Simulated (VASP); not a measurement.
# LiMg12 (a cell with a defect) in VASP: single point with PBE

Aim: the single point of LiMg12 (a cell with a defect) with PBE.

Everything below comes from runs of VASP 6.6.1. Logs are shortened: lines on timing, memory, paths and dates and some standing lists are left out, and cuts for length are marked.

**1. The cell of the first run**

The cell holds a defect, 13 atoms: a = 6.420 Å, b = 9.630 Å, c = 5.213 Å, α = 90.00°, β = 90.00°, γ = 120.00°.

**2. Single point, PBE**

INCAR

```
PREC = Accurate ; ENCUT = 650
EDIFF = 1E-6 ; ISMEAR = 0
SIGMA = 0.1 ; LREAL = F
LASPH = T ; NELM = 120
ALGO = Normal ; ISIF = 2
LWAVE = F ; LCHARG = T
GGA = PE ; LELF = T
LVHAR = T ; NBANDS = 26
GGA_COMPAT = F
```

KPOINTS

```
Automatic mesh
0
Gamma
  1 1 1
```

POSCAR

```
LiMg12
1.0
    6.4200000000      0.0000000000      0.0000000000
   -4.8150000000      8.3398250000      0.0000000000
    0.0000000000      0.0000000000      5.2130400000
Mg Li
12 1
Direct
    0.1714487067      0.0756288052     -0.0084562942
    0.1780592698      0.2436956411      0.4904297684
   -0.0382321539      0.2880850617     -0.0094865952
    0.1147502955      0.5321385041      0.4904529795
    0.0326528270      0.6755830008     -0.0102765373
    0.1442039576      0.8887730858      0.4911803861
    0.5165421578     -0.0263969568     -0.0087511318
    0.6304439928      0.2077438076      0.4896755060
    0.5873973034      0.3694238188     -0.0094591639
    0.6547283080      0.5715538396      0.4906039470
    0.3940404249      0.5819024980     -0.0100415497
    0.6586195204      0.8830698486      0.4910975170
    0.7921269082      0.8245885255      0.9904840554
```

Potentials or basis: VASP PAW PBE potentials, release 64 (Mg, Li_sv).

Run with:

```console
cat potpaw_PBE.64/Mg/POTCAR potpaw_PBE.64/Li_sv/POTCAR > POTCAR
mpirun -np 1 vasp_gam > vasp.out
```

OUTCAR:

```text
PREC = Accurate
   ENCUT = 650
   EDIFF = 1E-6
   ISMEAR = 0
   LREAL = F
   LASPH = T
   NELM = 120
   ISIF = 2
   GGA = PE

 ion  position               nearest neighbor table
   1  0.171  0.076  0.992-  13 2.43   9 2.75   7 2.84   3 2.96   2 3.05   2 3.06   6 3.12   6 3.12
                             5 3.49   8 3.65
   2  0.178  0.244  0.490-   4 3.00   1 3.05   1 3.06   3 3.08   3 3.08   8 3.09  10 3.11   6 3.31
                             8 3.36  12 3.41   9 3.46   9 3.46
   3  0.962  0.288  0.991-  11 2.80   9 2.88   7 2.95   1 2.96   2 3.08   2 3.08   8 3.20   8 3.21
                             4 3.31   4 3.31   5 3.53
   4  0.115  0.532  0.490-   2 3.00  11 3.06  11 3.06   5 3.11   8 3.12   5 3.12  10 3.16  10 3.29
                             3 3.31   3 3.31   6 3.34  12 3.44
   5  0.033  0.676  0.990-  13 2.58  11 2.88   9 2.90   7 3.00   4 3.11   4 3.12   6 3.16   6 3.18
                            10 3.35  10 3.36   1 3.49   3 3.53
   6  0.144  0.889  0.491-  12 3.09   8 3.10  10 3.10   1 3.12   1 3.12   5 3.16   5 3.18   2 3.31
                            12 3.33   4 3.34   7 3.35   7 3.35
   7  0.517  0.974  0.991-  13 2.78   1 2.84   3 2.95   5 3.00  12 3.03  12 3.03   8 3.27   8 3.29
                             6 3.35   6 3.35  11 3.45   9 3.61
   8  0.630  0.208  0.490-   2 3.09   6 3.10   9 3.11   4 3.12   9 3.12   3 3.20   3 3.21  12 3.22
                             7 3.27   7 3.29   2 3.36  10 3.43   1 3.65
   9  0.587  0.369  0.991-   1 2.75  11 2.88   3 2.88   5 2.90   8 3.11   8 3.12  10 3.15  10 3.15
                             2 3.46   2 3.46   7 3.61
  10  0.655  0.572  0.491-  12 2.99   6 3.10   2 3.11  11 3.12  11 3.13   9 3.15   9 3.15   4 3.16
                             4 3.29   5 3.35   5 3.36   8 3.43
  11  0.394  0.582  0.990-  13 2.45   3 2.80   9 2.88   5 2.88   4 3.06   4 3.06  10 3.12  10 3.13
                             7 3.45  12 3.62  12 3.63
  12  0.659  0.883  0.491-  13 2.88  13 2.89  10 2.99   7 3.03   7 3.03   6 3.09   8 3.22   6 3.33
                             2 3.41   4 3.44  11 3.62  11 3.63
  13  0.792  0.825  0.990-   1 2.43  11 2.45   5 2.58   7 2.78  12 2.88  12 2.89

  LATTYP: Found a simple monoclinic cell.
 ALAT       =     6.4200000000
 B/A-ratio  =     0.8120000000
 C/A-ratio  =     1.3228757108
 COS(beta)  =    -0.1889822286

  Lattice vectors:

 A1 = (   6.4200000000,   0.0000000000,   0.0000000000)
 A2 = (   0.0000000000,   0.0000000000,   5.2130400000)
 A3 = (  -1.6050000000,  -8.3398250000,   0.0000000000)

Analysis of symmetry for initial positions (statically):
=====================================================================
 Subroutine PRICEL returns:
 Original cell was already a primitive cell.

 Routine SETGRP: Setting up the symmetry group for a
 simple monoclinic supercell.

 Subroutine GETGRP returns: Found  1 space group operations
 (whereof  1 operations were pure point group operations)
 out of a pool of  4 trial point group operations.

The static configuration has the point symmetry C_1 .

Analysis of symmetry for dynamics (positions and initial velocities):
=====================================================================
 Subroutine PRICEL returns:
 Original cell was already a primitive cell.

 Routine SETGRP: Setting up the symmetry group for a
 simple monoclinic supercell.

 Subroutine GETGRP returns: Found  1 space group operations
 (whereof  1 operations were pure point group operations)
 out of a pool of  4 trial point group operations.

The dynamic configuration has the point symmetry C_1 .

 Subroutine INISYM returns: Found  1 space group operations
 (whereof  1 operations are pure point group operations),
 and found     1 'primitive' translations

----------------------------------------------------------------------------------------

                                     Primitive cell

  volume of cell :     279.1149

  direct lattice vectors                    reciprocal lattice vectors
     6.420000000  0.000000000  0.000000000     0.155763240  0.089929945  0.000000000
    -4.815000000  8.339825000  0.000000000     0.000000000  0.119906593  0.000000000
     0.000000000  0.000000000  5.213040000     0.000000000  0.000000000  0.191826650

  length of vectors
     6.420000000  9.630000313  5.213040000     0.179859895  0.119906593  0.191826650

  position of ions in fractional coordinates (direct lattice)
     0.171448707  0.075628805  0.991543706
     0.178059270  0.243695641  0.490429768
     0.961767846  0.288085062  0.990513405
     0.114750296  0.532138504  0.490452979
     0.032652827  0.675583001  0.989723463
     0.144203958  0.888773086  0.491180386
     0.516542158  0.973603043  0.991248868
     0.630443993  0.207743808  0.489675506
     0.587397303  0.369423819  0.990540836
     0.654728308  0.571553840  0.490603947
     0.394040425  0.581902498  0.989958450
     0.658619520  0.883069849  0.491097517
     0.792126908  0.824588525  0.990484055

  ion indices of the primitive-cell ions
   primitive index   ion index
                 1           1
                 2           2
                 3           3
                 4           4
                 5           5
                 6           6
                 7           7
                 8           8
                 9           9
                10          10
                11          11
                12          12
                13          13

----------------------------------------------------------------------------------------

 KPOINTS: Automatic mesh

Automatic generation of k-mesh.
 Grid dimensions read from file:
 generate k-points for:    1    1    1

 Generating k-lattice:

  Cartesian coordinates                     Fractional coordinates (reciprocal lattice)
     0.155763240  0.089929945  0.000000000     1.000000000  0.000000000  0.000000000
     0.000000000  0.119906593  0.000000000     0.000000000  1.000000000  0.000000000
     0.000000000  0.000000000  0.191826650     0.000000000  0.000000000  1.000000000

  Length of vectors
     0.179859895  0.119906593  0.191826650

  Shift w.r.t. Gamma in fractional coordinates (k-lattice)
     0.000000000  0.000000000  0.000000000

 Subroutine IBZKPT returns following result:
 ===========================================

 Found      1 irreducible k-points:

 Following reciprocal coordinates:
            Coordinates               Weight
  0.000000  0.000000  0.000000      1.000000
   k-points           NKPTS =      1   k-points in BZ     NKDIM =      1   number of bands    NBANDS=     26
   number of dos      NEDOS =    301   number of ions     NIONS =     13
   total plane-waves  NPLWV = 207360
   dimension x,y,z NGX =    54 NGY =   80 NGZ =   48
   dimension x,y,z NGXF=   108 NGYF=  160 NGZF=   96
   ions per type =              12   1
   NGX,Y,Z   is equivalent  to a cutoff of  13.98, 13.81, 15.31 a.u.
   NGXF,Y,Z  is equivalent  to a cutoff of  27.97, 27.62, 30.61 a.u.
 SYSTEM =  unknown system
   PREC   = accura    normal or accurate (medium, high low for compatibility)
   ISTART =      0    job   : 0-new  1-cont  2-samecut
   ICHARG =      2    charge: 1-file 2-atom 10-const
   ISPIN  =      1    spin polarized calculation?
   LNONCOLLINEAR =      F non collinear calculations
   LSORBIT =      F    spin-orbit coupling
   LASPH  =      T    aspherical Exc in radial PAW
   ENCUT  =  650.0 eV  47.77 Ry    6.91 a.u.  13.35 20.02 10.84*2*pi/ulx,y,z
   NELM   =    120;   NELMIN=  2; NELMDL= -5     # of ELM steps
   EDIFF  = 0.1E-05   stopping-criterion for ELM
   LREAL  =      F    real-space projection
[... 7 lines left out ...]
   TEBEG  =    0.0;   TEEND  =   0.0 temperature during run
   PSTRESS=    0.0 pullay stress
   NELECT =      27.0000    total number of electrons
   NUPDOWN=      -1.0000    fix difference up-down
   EMIN   =  10.00;   EMAX   =-10.00  energy-range for DOS
   EFERMI =   0.00;   METHOD = LEGACY
   ISMEAR =     0;   SIGMA  =   0.10  broadening in eV -4-tet -1-fermi 0-gaus
   EFERMI_NEDOS =   21; number of points for ismear=-14 and -15
   IALGO  =     38    algorithm
   IMIX   =      4    mixing-type and parameters
     AMIX     =   0.40;   BMIX     =  1.00
     AMIX_MAG =   1.60;   BMIX_MAG =  1.00
  volume/ion in A,a.u.               =      21.47       144.89
  Fermi-wavevector in a.u.,A,eV,Ry     =   0.751511  1.420149  7.684136  0.564768
  Thomas-Fermi vector in A             =   1.848508
   LORBIT       =      0    0 simple, 1 ext, 2 COOP (PROOUT), +10 PAW based schemes
   GGA     = PE    functional components
   LHFCALC =     F    Hartree Fock is set to
   AEXX    =    0.0000 exact exchange contribution
   IVDW    =     0    specifies the selected vdW correction
   LEPSILON=     F    determine dielectric tensor
   LRPA    =     F    only Hartree local field effects (RPA)
 non-spin polarized calculation
 Gauss-broadening in eV      SIGMA  =   0.10
  energy-cutoff  :      650.00
  volume of cell :      279.11
 maximum number of plane-waves:      5256
 NGX is ok and might be reduce to    54
   NGX = 27   NGY = 41   NGZ = 21

 number of electron      27.0000002 magnetization

 Free energy of the ion-electron system (eV)
  ---------------------------------------------------
  ext. energy  EPLUGINS =         0.00000000
  ---------------------------------------------------
  free energy    TOTEN  =       -12.80631229 eV

  energy without entropy =      -12.71867074  energy(sigma->0) =      -12.76249152

 E-fermi :   2.9540     XC(G=0):  -8.5757

 val. band max:        2.9216823690   @ k =   0.0000   0.0000   0.0000
 cond. band min:       3.1968096312   @ k =   0.0000   0.0000   0.0000
 fundamental gap:      0.2751272623
 Fermi energy:         2.9540377899

 k-point     1 :       0.0000    0.0000    0.0000
  band No.  band energies     occupation
      1     -43.7325      2.00000
      2      -4.1990      2.00000
      3      -2.1759      2.00000
      4      -1.9634      2.00000
      5      -0.6014      2.00000
      6      -0.4376      2.00000
[... 17 lines left out ...]
     24       5.5927      0.00000
     25       5.7026      0.00000
 [bands above 25 left out]

------------------------ aborting loop because EDIFF is reached ----------------------------------------

  FORCE on cell =-STRESS in cart. coord.  units (eV):
  Direction    XX          YY          ZZ          XY          YZ          ZX
  --------------------------------------------------------------------------------------
  -------------------------------------------------------------------------------------
  Total       18.3558344      1.3197063     -0.4406499    -11.4892409     -0.0660244     -0.0021733
  in kB      105.3662901      7.5753874     -2.5294219    -65.9506221     -0.3789939     -0.0124750
  external PRESSURE =      36.8040852 kB  Pullay stress =       0.0000000 kB

 VOLUME and BASIS-vectors are now :
 -----------------------------------------------------------------------------
  energy-cutoff  :      650.00
  volume of cell :      279.11
      direct lattice vectors                 reciprocal lattice vectors
     6.420000000  0.000000000  0.000000000     0.155763240  0.089929945  0.000000000
    -4.815000000  8.339825000  0.000000000     0.000000000  0.119906593  0.000000000
     0.000000000  0.000000000  5.213040000     0.000000000  0.000000000  0.191826650

 POSITION                                       TOTAL-FORCE (eV/Angst)
 -----------------------------------------------------------------------------------
      0.73655      0.63073      5.16896         0.002873      0.003962     -0.000293
     -0.03025      2.03238      2.55663        -0.000036      0.001148     -0.000425
      4.78742      2.40258      5.16359         0.000112     -0.001696     -0.000514
     -1.82555      4.43794      2.55675        -0.000458      0.000004      0.000322
     -3.04330      5.63424      5.15947         0.001793     -0.000638     -0.000303
     -3.35365      7.41221      2.56054         0.001670      0.000223     -0.000311
     -1.37170      8.11968      5.16742        -0.002029      0.000661      0.000566
      3.04716      1.73255      2.55270         0.000020     -0.001375      0.000156
      1.99232      3.08093      5.16373         0.000550      0.000295      0.000092
      1.45132      4.76666      2.55754        -0.000057      0.000757      0.000275
     -0.27212      4.85297      5.16069        -0.001059     -0.003127      0.000393
     -0.02364      7.36465      2.56011        -0.002258      0.000121     -0.000002
      1.11506      6.87692      5.16343        -0.001120     -0.000334      0.000043
 -----------------------------------------------------------------------------------
    total drift:                               -0.000000     -0.000285     -0.000057

  FREE ENERGIE OF THE ION-ELECTRON SYSTEM (eV)
  ---------------------------------------------------
  free  energy   TOTEN  =       -12.8063122930 eV

  energy  without entropy=      -12.7186707420  energy(sigma->0) =      -12.76249152
```

Run time: 1.7 min. Hardware: 1 thread of Intel Xeon 8259CL, shared host; peak memory 0.45 GiB.

What came out:

| Property | Result |
| --- | --- |
| Free energy | -12.8063 eV |
| Pressure | 3.7 GPa |
| Largest force | 0.005 eV/Å |
| Band gap on the k mesh | zero (an odd number of electrons rules out a gap without spin polarisation) |

Forces in eV/Å, atoms in the order of the input:
```
Mg   0.003  0.004  0.000
Mg   0.000  0.001  0.000
Mg   0.000 -0.002 -0.001
Mg   0.000  0.000  0.000
Mg   0.002 -0.001  0.000
Mg   0.002  0.000  0.000
Mg  -0.002  0.001  0.001
Mg   0.000 -0.001  0.000
Mg   0.001  0.000  0.000
Mg   0.000  0.001  0.000
Mg  -0.001 -0.003  0.000
Mg  -0.002  0.000  0.000
Li  -0.001  0.000  0.000
```

Caveat: the k points lie up to 1.21 Å⁻¹ apart, too coarse for converged energies and pressures of a metal.
